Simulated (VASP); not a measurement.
# Si3Bi2TeSe2 (P4/mmm) in VASP: further runs

Si3Bi2TeSe2 is run at these levels: PBE; tasks: single point.

All numbers are computed with VASP 6.6.1; they aren't measurements. Logs are shortened: lines on timing, memory, paths and dates and some standing lists are left out, and cuts for length are marked.

## (1) The cell of the first run

Symmetry: P4/mmm, No. 123, tetragonal system. Conventional cell: a = 4.099 Å, b = 4.099 Å, c = 11.714 Å, α = 90.00°, β = 90.00°, γ = 90.00°. Si (site symmetry 4mm) has 4 Bi at 2.90 Å and 1 Si at 2.91 Å and 1 Se at 2.95 Å within 3.8 Å. Within 3.8 Å of Si (site symmetry 4/mmm) lie 4 Te at 2.90 Å and 2 Si at 2.91 Å. Within 3.7 Å of Bi (site symmetry 4mm) lie 1 Se at 2.78 Å and 4 Si at 2.90 Å and 1 Te at 3.07 Å. Within 3.8 Å of Te (site symmetry 4/mmm) lie 4 Si at 2.90 Å and 2 Bi at 3.07 Å. Within 3.7 Å of Se (site symmetry 4/mmm) lie 2 Bi at 2.78 Å and 4 Se at 2.90 Å. Se (site symmetry 4/mmm) has 4 Se at 2.90 Å and 2 Si at 2.95 Å within 3.8 Å.

## (2) Single point, PBE

File INCAR:

```
SYSTEM = Si3Bi2TeSe2
PREC = Accurate
ENCUT = 500
EDIFF = 1E-6
ISMEAR = 0
SIGMA = 0.15
LREAL = .False.
LASPH = .True.
NELM = 120
ALGO = Normal
ISIF = 2
LWAVE = .False.
LCHARG = .True.
GGA = PE
LELF = .True.
LVHAR = .True.
NBANDS = 40
GGA_COMPAT = .False.
```

File KPOINTS:

```
regular mesh
0
Gamma
  3 3 2
  0 0 0
```

File POSCAR:

```
Si3Bi2TeSe2
1.0
    4.0993938223      0.0000000000      0.0000000000
    0.0000000000      4.0993938223      0.0000000000
    0.0000000000      0.0000000000     11.7137001269
Si Bi Te Se
3 2 1 2
Direct
    0.0000000000      0.0000000000      0.7519650083
    0.0000000000      0.0000000000      0.2480349917
    0.0000000000      0.0000000000      0.0000000000
    0.5000000000      0.5000000000      0.7376687675
    0.5000000000      0.5000000000      0.2623312325
    0.5000000000      0.5000000000      0.0000000000
    0.5000000000      0.5000000000      0.5000000000
    0.0000000000      0.0000000000      0.5000000000
```

Potentials or basis: VASP PAW PBE potentials, release 64 (Si, Bi_d, Te, Se).

Command:

```console
$ cat potpaw_PBE.64/Si/POTCAR potpaw_PBE.64/Bi_d/POTCAR potpaw_PBE.64/Te/POTCAR potpaw_PBE.64/Se/POTCAR > POTCAR
$ mpirun -np 1 vasp_std > vasp.out
```

OUTCAR:

```text
SYSTEM = Si3Bi2TeSe2
   PREC = Accurate
   ENCUT = 500
   EDIFF = 1E-6
   ISMEAR = 0
   LREAL = .False.
   LASPH = .True.
   NELM = 120
   ISIF = 2
   GGA = PE

 ion  position               nearest neighbor table
   1  0.000  0.000  0.752-   4 2.90   4 2.90   4 2.90   4 2.90   3 2.91   8 2.95
   2  0.000  0.000  0.248-   5 2.90   5 2.90   5 2.90   5 2.90   3 2.91   8 2.95
   3  0.000  0.000  0.000-   6 2.90   6 2.90   6 2.90   6 2.90   1 2.91   2 2.91
   4  0.500  0.500  0.738-   7 2.78   1 2.90   1 2.90   1 2.90   1 2.90   6 3.07
   5  0.500  0.500  0.262-   7 2.78   2 2.90   2 2.90   2 2.90   2 2.90   6 3.07
   6  0.500  0.500  0.000-   3 2.90   3 2.90   3 2.90   3 2.90   5 3.07   4 3.07
   7  0.500  0.500  0.500-   4 2.78   5 2.78
   8  0.000  0.000  0.500-   1 2.95   2 2.95

  LATTYP: Found a simple tetragonal cell.
 ALAT       =     4.0993938223
 C/A-ratio  =     2.8574224958

  Lattice vectors:

 A1 = (   4.0993938223,   0.0000000000,   0.0000000000)
 A2 = (   0.0000000000,   4.0993938223,   0.0000000000)
 A3 = (   0.0000000000,   0.0000000000,  11.7137001269)

Analysis of symmetry for initial positions (statically):
=====================================================================
 Subroutine PRICEL returns:
 Original cell was already a primitive cell.

 Routine SETGRP: Setting up the symmetry group for a
 simple tetragonal supercell.

 Subroutine GETGRP returns: Found 16 space group operations
 (whereof 16 operations were pure point group operations)
 out of a pool of 16 trial point group operations.

The static configuration has the point symmetry D_4h.

Analysis of symmetry for dynamics (positions and initial velocities):
=====================================================================
 Subroutine PRICEL returns:
 Original cell was already a primitive cell.

 Routine SETGRP: Setting up the symmetry group for a
 simple tetragonal supercell.

 Subroutine GETGRP returns: Found 16 space group operations
 (whereof 16 operations were pure point group operations)
 out of a pool of 16 trial point group operations.

The dynamic configuration has the point symmetry D_4h.

 Subroutine INISYM returns: Found 16 space group operations
 (whereof 16 operations are pure point group operations),
 and found     1 'primitive' translations

----------------------------------------------------------------------------------------

                                     Primitive cell

  volume of cell :     196.8491

  direct lattice vectors                    reciprocal lattice vectors
     4.099393822  0.000000000  0.000000000     0.243938505  0.000000000  0.000000000
     0.000000000  4.099393822  0.000000000     0.000000000  0.243938505  0.000000000
     0.000000000  0.000000000 11.713700127     0.000000000  0.000000000  0.085370121

  length of vectors
     4.099393822  4.099393822 11.713700127     0.243938505  0.243938505  0.085370121

  position of ions in fractional coordinates (direct lattice)
     0.000000000  0.000000000  0.751965008
     0.000000000  0.000000000  0.248034992
     0.000000000  0.000000000  0.000000000
     0.500000000  0.500000000  0.737668767
     0.500000000  0.500000000  0.262331233
     0.500000000  0.500000000  0.000000000
     0.500000000  0.500000000  0.500000000
     0.000000000  0.000000000  0.500000000

  ion indices of the primitive-cell ions
   primitive index   ion index
                 1           1
                 2           2
                 3           3
                 4           4
                 5           5
                 6           6
                 7           7
                 8           8

----------------------------------------------------------------------------------------

 KPOINTS: regular mesh

Automatic generation of k-mesh.
 Grid dimensions read from file:
 generate k-points for:    3    3    2

 Generating k-lattice:

  Cartesian coordinates                     Fractional coordinates (reciprocal lattice)
     0.081312835  0.000000000  0.000000000     0.333333333  0.000000000  0.000000000
     0.000000000  0.081312835  0.000000000     0.000000000  0.333333333  0.000000000
     0.000000000  0.000000000  0.042685061     0.000000000  0.000000000  0.500000000

  Length of vectors
     0.081312835  0.081312835  0.042685061

  Shift w.r.t. Gamma in fractional coordinates (k-lattice)
     0.000000000  0.000000000  0.000000000

 Subroutine IBZKPT returns following result:
 ===========================================

 Found      6 irreducible k-points:

 Following reciprocal coordinates:
            Coordinates               Weight
  0.000000  0.000000  0.000000      1.000000
  0.333333  0.000000  0.000000      4.000000
  0.333333  0.333333  0.000000      4.000000
  0.000000  0.000000  0.500000      1.000000
  0.333333  0.000000  0.500000      4.000000
  0.333333  0.333333  0.500000      4.000000
   k-points           NKPTS =      6   k-points in BZ     NKDIM =      6   number of bands    NBANDS=     40
   number of dos      NEDOS =    301   number of ions     NIONS =      8
   total plane-waves  NPLWV =  81000
   dimension x,y,z NGX =    30 NGY =   30 NGZ =   90
   dimension x,y,z NGXF=    60 NGYF=   60 NGZF=  180
   ions per type =               3   2   1   2
   NGX,Y,Z   is equivalent  to a cutoff of  12.17, 12.17, 12.77 a.u.
   NGXF,Y,Z  is equivalent  to a cutoff of  24.33, 24.33, 25.55 a.u.
 SYSTEM =  Si3Bi2TeSe2
   PREC   = accura    normal or accurate (medium, high low for compatibility)
   ISTART =      0    job   : 0-new  1-cont  2-samecut
   ICHARG =      2    charge: 1-file 2-atom 10-const
   ISPIN  =      1    spin polarized calculation?
   LNONCOLLINEAR =      F non collinear calculations
   LSORBIT =      F    spin-orbit coupling
   LASPH  =      T    aspherical Exc in radial PAW
   ENCUT  =  500.0 eV  36.75 Ry    6.06 a.u.   7.47  7.47 21.36*2*pi/ulx,y,z
   NELM   =    120;   NELMIN=  2; NELMDL= -5     # of ELM steps
   EDIFF  = 0.1E-05   stopping-criterion for ELM
   LREAL  =      F    real-space projection
   EDIFFG = 0.1E-04   stopping-criterion for IOM
   NSW    =      0    number of steps for IOM
   IBRION =     -1    ionic relax: 0-MD 1-quasi-New 2-CG
   NFREE  =      0    steps in history (QN), initial steepest desc. (CG)
   ISIF   =      2    stress and relaxation
   ISYM   =      2    0-nonsym 1-usesym 2-fastsym
   POTIM  = 0.5000    time-step for ionic-motion
   TEBEG  =    0.0;   TEEND  =   0.0 temperature during run
   PSTRESS=    0.0 pullay stress
   NELECT =      60.0000    total number of electrons
   NUPDOWN=      -1.0000    fix difference up-down
   EMIN   =  10.00;   EMAX   =-10.00  energy-range for DOS
   EFERMI =   0.00;   METHOD = LEGACY
   ISMEAR =     0;   SIGMA  =   0.15  broadening in eV -4-tet -1-fermi 0-gaus
   EFERMI_NEDOS =   21; number of points for ismear=-14 and -15
   IALGO  =     38    algorithm
   IMIX   =      4    mixing-type and parameters
     AMIX     =   0.40;   BMIX     =  1.00
     AMIX_MAG =   1.60;   BMIX_MAG =  1.00
  volume/ion in A,a.u.               =      24.61       166.05
  Fermi-wavevector in a.u.,A,eV,Ry     =   1.101744  2.081995 16.515301  1.213840
  Thomas-Fermi vector in A             =   2.238176
   LORBIT       =      0    0 simple, 1 ext, 2 COOP (PROOUT), +10 PAW based schemes
   GGA     = PE    functional components
   LHFCALC =     F    Hartree Fock is set to
   AEXX    =    0.0000 exact exchange contribution
   IVDW    =     0    specifies the selected vdW correction
   LEPSILON=     F    determine dielectric tensor
   LRPA    =     F    only Hartree local field effects (RPA)
 non-spin polarized calculation
 Gauss-broadening in eV      SIGMA  =   0.15
  energy-cutoff  :      500.00
  volume of cell :      196.85
 maximum number of plane-waves:      5034
 NGX is ok and might be reduce to    30
   NGX = 15   NGY = 15   NGZ = 43

 number of electron      59.9999990 magnetization

 Free energy of the ion-electron system (eV)
  ---------------------------------------------------
  ext. energy  EPLUGINS =         0.00000000
  ---------------------------------------------------
  free energy    TOTEN  =       -31.50124085 eV

  energy without entropy =      -31.47214322  energy(sigma->0) =      -31.48669203

 E-fermi :   6.3987     XC(G=0):  -9.9231

 val. band max:        6.2791886730   @ k =   0.3333   0.0000   0.0000
 cond. band min:       6.4313644436   @ k =   0.3333   0.3333   0.0000
 fundamental gap:      0.1521757705
 Fermi energy:         6.3987451381

 k-point     1 :       0.0000    0.0000    0.0000
  band No.  band energies     occupation
      1     -16.3586      2.00000
      2     -16.3532      2.00000
      3     -16.2657      2.00000
      4     -16.2657      2.00000
      5     -16.2652      2.00000
      6     -16.2652      2.00000
[... 32 lines left out ...]
     39      10.7101      0.00000
     40      10.7101      0.00000

 k-point     2 :       0.3333    0.0000    0.0000
  band No.  band energies     occupation
      1     -16.3509      2.00000
      2     -16.3456      2.00000
      3     -16.2722      2.00000
      4     -16.2716      2.00000
      5     -16.2650      2.00000
      6     -16.2646      2.00000
[... 32 lines left out ...]
     39       9.4871      0.00000
     40      10.2652      0.00000

 k-point     3 :       0.3333    0.3333    0.0000
  band No.  band energies     occupation
      1     -16.3431      2.00000
      2     -16.3378      2.00000
      3     -16.2714      2.00000
      4     -16.2713      2.00000
      5     -16.2708      2.00000
      6     -16.2707      2.00000
[... 32 lines left out ...]
     39      11.5069      0.00000
     40      12.0129      0.00000

 k-point     4 :       0.0000    0.0000    0.5000
  band No.  band energies     occupation
      1     -16.3579      2.00000
      2     -16.3539      2.00000
      3     -16.2656      2.00000
      4     -16.2656      2.00000
      5     -16.2654      2.00000
      6     -16.2654      2.00000
[... 32 lines left out ...]
     39      10.8829      0.00000
     40      11.4478      0.00000

 k-point     5 :       0.3333    0.0000    0.5000
  band No.  band energies     occupation
      1     -16.3502      2.00000
      2     -16.3463      2.00000
      3     -16.2720      2.00000
      4     -16.2718      2.00000
      5     -16.2649      2.00000
      6     -16.2647      2.00000
[... 32 lines left out ...]
     39       9.7328      0.00000
     40       9.9462      0.00000

 k-point     6 :       0.3333    0.3333    0.5000
  band No.  band energies     occupation
      1     -16.3425      2.00000
      2     -16.3384      2.00000
      3     -16.2712      2.00000
      4     -16.2711      2.00000
      5     -16.2710      2.00000
      6     -16.2709      2.00000
[... 32 lines left out ...]
     39      10.6465      0.00000
     40      11.3948      0.00000

------------------------ aborting loop because EDIFF is reached ----------------------------------------

  FORCE on cell =-STRESS in cart. coord.  units (eV):
  Direction    XX          YY          ZZ          XY          YZ          ZX
  --------------------------------------------------------------------------------------
  -------------------------------------------------------------------------------------
  Total        0.1643667      0.1643667     -0.3631543      0.0000000     -0.0000000      0.0000000
  in kB        1.3377997      1.3377997     -2.9557549      0.0000000     -0.0000000      0.0000000
  external PRESSURE =      -0.0933852 kB  Pullay stress =       0.0000000 kB

 VOLUME and BASIS-vectors are now :
 -----------------------------------------------------------------------------
  energy-cutoff  :      500.00
  volume of cell :      196.85
      direct lattice vectors                 reciprocal lattice vectors
     4.099393822  0.000000000  0.000000000     0.243938505  0.000000000  0.000000000
     0.000000000  4.099393822  0.000000000     0.000000000  0.243938505  0.000000000
     0.000000000  0.000000000 11.713700127     0.000000000  0.000000000  0.085370121

 POSITION                                       TOTAL-FORCE (eV/Angst)
 -----------------------------------------------------------------------------------
      0.00000      0.00000      8.80829        -0.000000     -0.000000     -0.022159
      0.00000      0.00000      2.90541        -0.000000     -0.000000      0.022159
      0.00000      0.00000      0.00000        -0.000000     -0.000000      0.000000
      2.04970      2.04970      8.64083        -0.000000      0.000000      0.072181
      2.04970      2.04970      3.07287         0.000000     -0.000000     -0.072181
      2.04970      2.04970      0.00000        -0.000000     -0.000000      0.000000
      2.04970      2.04970      5.85685        -0.000000     -0.000000      0.000000
      0.00000      0.00000      5.85685        -0.000000     -0.000000      0.000000
 -----------------------------------------------------------------------------------
    total drift:                                0.000000      0.000000      0.000000

  FREE ENERGIE OF THE ION-ELECTRON SYSTEM (eV)
  ---------------------------------------------------
  free  energy   TOTEN  =       -31.5012408503 eV

  energy  without entropy=      -31.4721432153  energy(sigma->0) =      -31.48669203
```

Wall time 87 s (1 thread of Intel Xeon 6975P-C, shared host); peak memory 0.29 GiB.

Results:

* Free energy: -31.5012 eV
* Pressure: 0.0 GPa
* Largest force: 0.072 eV/Å
* Band gap on the k mesh: zero (band 30 reaches 6.71 eV, above the bottom of band 31 at 6.28 eV)

Forces in eV/Å, atoms in the order of the input:
```
Si   0.000  0.000 -0.022
Si   0.000  0.000  0.022
Si   0.000  0.000  0.000
Bi   0.000  0.000  0.072
Bi   0.000  0.000 -0.072
Te   0.000  0.000  0.000
Se   0.000  0.000  0.000
Se   0.000  0.000  0.000
```

Stress tensor (GPa, compression positive):
```
 0.13  0.00  0.00
 0.00  0.13  0.00
 0.00  0.00 -0.30
```

Caveat: the k points lie up to 0.51 Å⁻¹ apart; spin-orbit coupling is left out, which moves the levels of the heavy elements.

## (3) Single point, PBE

This run uses another cell than the first one, of 29.32 Å³/atom, 1.192 times its volume.

INCAR is that of step 2.

KPOINTS is that of step 2.

File POSCAR:

```
Si3Bi2TeSe2
1.0
    5.1538787837      0.0000000000      0.0000000000
    0.0000000000      5.1538787837      0.0000000000
    0.0000000000      0.0000000000      8.8303867404
Si Bi Te Se
3 2 1 2
Direct
    0.0000000000      0.5000000000      0.0000000000
    0.5000000000      0.0000000000      0.0000000000
    0.0000000000      0.0000000000      0.0000000000
    0.0000000000      0.0000000000      0.3191870922
    0.0000000000      0.0000000000      0.6808129078
    0.5000000000      0.5000000000      0.0000000000
    0.0000000000      0.5000000000      0.5000000000
    0.5000000000      0.0000000000      0.5000000000
```

Potentials or basis: VASP PAW PBE potentials, release 64 (Si, Bi_d, Te, Se).

Command:

```console
$ cat potpaw_PBE.64/Si/POTCAR potpaw_PBE.64/Bi_d/POTCAR potpaw_PBE.64/Te/POTCAR potpaw_PBE.64/Se/POTCAR > POTCAR
$ mpirun -np 1 vasp_std > vasp.out
```

It took 91 s on 1 thread of Intel Xeon 6975P-C, shared host; peak memory 0.34 GiB.

It converged, with:

| Property | Result |
| --- | --- |
| Free energy | -31.0896 eV |
| Pressure | 0.5 GPa |
| Largest force | 0.070 eV/Å |
| Band gap on the k mesh | zero (band 30 reaches 4.79 eV, above the bottom of band 31 at 4.05 eV) |

Forces on the atoms (eV/Å):
```
Si   0.000  0.000  0.000
Si   0.000  0.000  0.000
Si   0.000  0.000  0.000
Bi   0.000  0.000  0.070
Bi   0.000  0.000 -0.070
Te   0.000  0.000  0.000
Se   0.000  0.000  0.000
Se   0.000  0.000  0.000
```

Stress tensor (GPa, compression positive):
```
0.69 0.00 0.00
0.00 0.69 0.00
0.00 0.00 0.25
```

Levels at points of the mesh, in eV from the Fermi level:
```
           k point  band 26  band 27  band 28  band 29  band 30  band 31  band 32  band 33  band 34  band 35
(0.00, 0.00, 0.00)    -2.07    -1.61    -0.71    -0.53    -0.53    -0.46    -0.46     0.06     0.86     2.86
(0.00, 0.00, 0.50)    -2.04    -1.48    -0.89    -0.55    -0.55     0.21     0.21     0.58     1.89     1.89
```

Caveat: the k points lie up to 0.41 Å⁻¹ apart; spin-orbit coupling is left out, which moves the levels of the heavy elements.
